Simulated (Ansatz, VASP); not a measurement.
# Rb in VASP and in Ansatz

```
Rb
1.0
     0.00000    3.68040    3.68040
     3.68040    0.00000    3.68040
     3.68040    3.68040    0.00000
Rb
1
Direct
  0.00000 0.00000 0.00000
```

Alike in both runs: task single point; functional BLYP; k mesh 9 × 9 × 9; occupations fermi-dirac, width 0.1 eV; no spin polarisation.

|  | VASP | Ansatz |
| --- | --- | --- |
| version | VASP 6.6.1 | Ansatz 0.2.0 |
| potentials or method | VASP PAW PBE potentials, release 64 (Rb_sv), cutoff 520 eV | plane waves (420 eV) with PAW, scalar-relativistic |
| valence electrons in the cell | 9 | 9 |

```csv
,VASP,Ansatz,Ansatz less VASP
pressure (GPa),-0.1,-0.1,0.00
```

VASP's potentials were made for PBE, not for BLYP.
